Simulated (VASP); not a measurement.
# Bi (Im-3m) in VASP: relaxation of cell and atoms with PBEsol

Aim: the relaxation of cell and atoms of Bi with PBEsol.

All numbers are computed with VASP 6.6.1; they aren't measurements. Logs are shortened: lines on timing, memory, paths and dates and some standing lists are left out, and cuts for length are marked.

## Step 1: The cell of the first run

It takes space group Im-3m (No. 229, cubic). Conventional cell: a = 3.929 Å, b = 3.929 Å, c = 3.929 Å, α = 90.00°, β = 90.00°, γ = 90.00°. Bi (site symmetry m-3m) has 14 Bi at 3.40 to 3.93 Å within 4.5 Å.

This isn't the form of Bi at room conditions, which is rhombohedral.

## Step 2: Relaxation of cell and atoms, PBEsol

The input, INCAR:

```
ALGO = Normal ; EDIFF = 1E-6
EDIFFG = -0.01 ; ENCUT = 600
GGA = PS ; IBRION = 2
ISIF = 3 ; ISMEAR = 0
LASPH = True ; LCHARG = False
LREAL = False ; LWAVE = False
NELM = 100 ; NSW = 80
PREC = Accurate ; SIGMA = 0.1
```

The input, KPOINTS:

```
k-points
0
Gamma
  16 16 16
```

The input, POSCAR:

```
Bi
1.0
   -1.9644889799      1.9644889799      1.9644889799
    1.9644889799     -1.9644889799      1.9644889799
    1.9644889799      1.9644889799     -1.9644889799
Bi
1
Direct
    0.0000000000      0.0000000000      0.0000000000
```

Potentials or basis: VASP PAW PBE potentials, release 64 (Bi_d).

On the command line:

```sh
> cat potpaw_PBE.64/Bi_d/POTCAR > POTCAR
> mpirun -np 1 vasp_std > vasp.out
```

OUTCAR:

```text
EDIFF = 1E-6
   EDIFFG = -0.01
   ENCUT = 600
   GGA = PS
   IBRION = 2
   ISIF = 3
   ISMEAR = 0
   LASPH = True
   LREAL = False
   NELM = 100
   NSW = 80
   PREC = Accurate

 ion  position               nearest neighbor table
   1  0.000  0.000  0.000-

  LATTYP: Found a body centered cubic cell.
 ALAT       =     3.9289779598

  Lattice vectors:

 A1 = (  -1.9644889799,   1.9644889799,   1.9644889799)
 A2 = (   1.9644889799,  -1.9644889799,   1.9644889799)
 A3 = (   1.9644889799,   1.9644889799,  -1.9644889799)

Analysis of symmetry for initial positions (statically):
=====================================================================
 Subroutine PRICEL returns:
 Original cell was already a primitive cell.

 Routine SETGRP: Setting up the symmetry group for a
 body centered cubic supercell.

 Subroutine GETGRP returns: Found 48 space group operations
 (whereof 48 operations were pure point group operations)
 out of a pool of 48 trial point group operations.

The static configuration has the point symmetry O_h .

Analysis of symmetry for dynamics (positions and initial velocities):
=====================================================================
 Subroutine PRICEL returns:
 Original cell was already a primitive cell.

 Routine SETGRP: Setting up the symmetry group for a
 body centered cubic supercell.

 Subroutine GETGRP returns: Found 48 space group operations
 (whereof 48 operations were pure point group operations)
 out of a pool of 48 trial point group operations.

The dynamic configuration has the point symmetry O_h .

 Subroutine INISYM returns: Found 48 space group operations
 (whereof 48 operations are pure point group operations),
 and found     1 'primitive' translations

----------------------------------------------------------------------------------------

                                     Primitive cell

  volume of cell :      30.3256

  direct lattice vectors                    reciprocal lattice vectors
    -1.964488980  1.964488980  1.964488980     0.000000000  0.254519117  0.254519117
     1.964488980 -1.964488980  1.964488980     0.254519117  0.000000000  0.254519117
     1.964488980  1.964488980 -1.964488980     0.254519117  0.254519117  0.000000000

  length of vectors
     3.402594724  3.402594724  3.402594724     0.359944387  0.359944387  0.359944387

  position of ions in fractional coordinates (direct lattice)
     0.000000000  0.000000000  0.000000000
[... 95 lines left out ...]
     AMIX     =   0.40;   BMIX     =  1.00
     AMIX_MAG =   1.60;   BMIX_MAG =  1.00
  volume/ion in A,a.u.               =      30.33       204.65
  Fermi-wavevector in a.u.,A,eV,Ry     =   1.294700  2.446627 22.806723  1.676247
  Thomas-Fermi vector in A             =   2.426266
   LORBIT       =      0    0 simple, 1 ext, 2 COOP (PROOUT), +10 PAW based schemes
   GGA     = PS    functional components
   LHFCALC =     F    Hartree Fock is set to
   AEXX    =    0.0000 exact exchange contribution
   IVDW    =     0    specifies the selected vdW correction
   LEPSILON=     F    determine dielectric tensor
   LRPA    =     F    only Hartree local field effects (RPA)
 conjugate gradient relaxation of ions
 non-spin polarized calculation
 Gauss-broadening in eV      SIGMA  =   0.10
  energy-cutoff  :      600.00
  volume of cell :       30.33
 maximum number of plane-waves:      1048
   NGX = 13   NGY = 13   NGZ = 13

--------------------------------------- Ionic step        1  -------------------------------------------

 number of electron      14.9999996 magnetization

 Free energy of the ion-electron system (eV)
  ---------------------------------------------------
  ext. energy  EPLUGINS =         0.00000000
  ---------------------------------------------------
  free energy    TOTEN  =        -4.21925450 eV

  energy without entropy =       -4.21541913  energy(sigma->0) =       -4.21733681

------------------------ aborting loop because EDIFF is reached ----------------------------------------

  FORCE on cell =-STRESS in cart. coord.  units (eV):
  Direction    XX          YY          ZZ          XY          YZ          ZX
  --------------------------------------------------------------------------------------
  -------------------------------------------------------------------------------------
  Total       -0.1322627     -0.1322627     -0.1322627      0.0000000      0.0000000     -0.0000000
  in kB       -6.9877784     -6.9877784     -6.9877784      0.0000000      0.0000000     -0.0000000
  external PRESSURE =      -6.9877784 kB  Pullay stress =       0.0000000 kB
[... 57 lines left out ...]
--------------------------------------- Ionic step        3  -------------------------------------------

 number of electron      15.0000000 magnetization

 Free energy of the ion-electron system (eV)
  ---------------------------------------------------
  ext. energy  EPLUGINS =         0.00000000
  ---------------------------------------------------
  free energy    TOTEN  =        -4.22010044 eV

  energy without entropy =       -4.21656925  energy(sigma->0) =       -4.21833485

 E-fermi :   8.2140     XC(G=0): -10.6238

 val. band max:        8.1843510721   @ k =  -0.4375   0.5000   0.1250
 cond. band min:       8.2293560575   @ k =   0.3125   0.1250   0.0625
 fundamental gap:      0.0450049855
 Fermi energy:         8.2139694311

 k-point     1 :       0.0000    0.0000    0.0000
  band No.  band energies     occupation
      1     -14.7507      2.00000
      2     -14.7507      2.00000
      3     -14.7507      2.00000
      4     -14.6034      2.00000
      5     -14.6034      2.00000
      6      -5.5740      2.00000
      7      13.6292      0.00000
      8      13.6292      0.00000
      9      13.6292      0.00000
     10      17.8379      0.00000
     11      18.7167      0.00000
[... 309 lines left out ...]
 k-point    24 :       0.2500    0.1875    0.0000
  band No.  band energies     occupation
      1     -14.7657      2.00000
      2     -14.7055      2.00000
      3     -14.6263      2.00000
      4     -14.6183      2.00000
      5     -14.5637      2.00000
      6      -3.0627      2.00000
      7       5.1569      2.00000
      8       8.0839      1.93421
      9      11.2378      0.00000
     10      16.3280      0.00000
     11      17.7550      0.00000

 [... further k-points ...]

------------------------ aborting loop because EDIFF is reached ----------------------------------------

  FORCE on cell =-STRESS in cart. coord.  units (eV):
  Direction    XX          YY          ZZ          XY          YZ          ZX
  --------------------------------------------------------------------------------------
  -------------------------------------------------------------------------------------
  Total       -0.0070723     -0.0070723     -0.0070723      0.0000000     -0.0000000      0.0000000
  in kB       -0.3783655     -0.3783655     -0.3783655      0.0000000     -0.0000000      0.0000000
  external PRESSURE =      -0.3783655 kB  Pullay stress =       0.0000000 kB
[... 16 lines left out ...]
  FREE ENERGIE OF THE ION-ELECTRON SYSTEM (eV)
  ---------------------------------------------------
  free  energy   TOTEN  =        -4.2201004410 eV

  energy  without entropy=       -4.2165692541  energy(sigma->0) =       -4.21833485

 reached required accuracy - stopping structural energy minimisation
```

CONTCAR:

```text
Bi
   1.00000000000000
    -1.9562929752373348    1.9562929752373348    1.9562929752373348
     1.9562929752373348   -1.9562929752373348    1.9562929752373348
     1.9562929752373348    1.9562929752373348   -1.9562929752373348
  Bi
     1
Direct
     0.0000000000000000    0.0000000000000000    0.0000000000000000

  0.00000000E+00  0.00000000E+00  0.00000000E+00
```

Run time: 1.8 min. Hardware: 1 thread of Intel Xeon 8259CL, shared host; peak memory 0.21 GiB.

What came out:

```
Free energy                           : -4.2201 eV
Relaxed volume                        : 29.95 Å³/atom
Relaxed cell                          : a = 3.388 Å, b = 3.388 Å, c = 3.388 Å, α = 109.47°, β = 109.47°, γ = 109.47°
Space group after relaxing (to 0.1 Å) : Im-3m (No. 229)
Energy gained by relaxing             : 0.8 meV/atom
Ionic steps                           : 3
Pressure after relaxing               : 0.0 GPa
Band gap on the k mesh                : zero (an odd number of electrons rules out a gap without spin polarisation)
```

The path:
```tsv
step	energy change (eV)	largest force (eV/Å)	pressure (GPa)	volume (Å³)
1	0.0000	0.0000	-0.70	30.33
2	-0.0006	0.0000	0.44	29.75
3	-0.0008	0.0000	-0.04	29.95
```

Final structure:
```cif
data_structure
_symmetry_space_group_name_H-M 'P 1'
_symmetry_Int_Tables_number 1
_cell_length_a 3.3884
_cell_length_b 3.3884
_cell_length_c 3.3884
_cell_angle_alpha 109.471
_cell_angle_beta 109.471
_cell_angle_gamma 109.471
_cell_volume 29.95
loop_
_atom_site_label
_atom_site_type_symbol
_atom_site_fract_x
_atom_site_fract_y
_atom_site_fract_z
_atom_site_occupancy
Bi1 Bi 0.00000 0.00000 0.00000 1
```

Levels at points of the mesh, in eV from the Fermi level:
```tsv
k point	band 3	band 4	band 5	band 6	band 7	band 8	band 9	band 10	band 11
(0.00, 0.00, 0.00)	-22.96	-22.82	-22.82	-13.79	5.42	5.42	5.42	9.62	10.50
(0.50, 0.00, 0.00)	-22.83	-22.83	-22.72	-10.52	-5.29	1.67	3.57	6.11	7.69
(0.50, 0.50, 0.50)	-22.75	-22.75	-22.75	-8.24	-1.88	-1.88	-1.88	3.50	3.50
```

Caveat: the PAW data sets were made with another functional, which shifts forces and pressure a little; spin-orbit coupling is left out, which moves the levels of the heavy elements.

The gap in the log of VASP goes by the Fermi energy; the results here count the filled bands.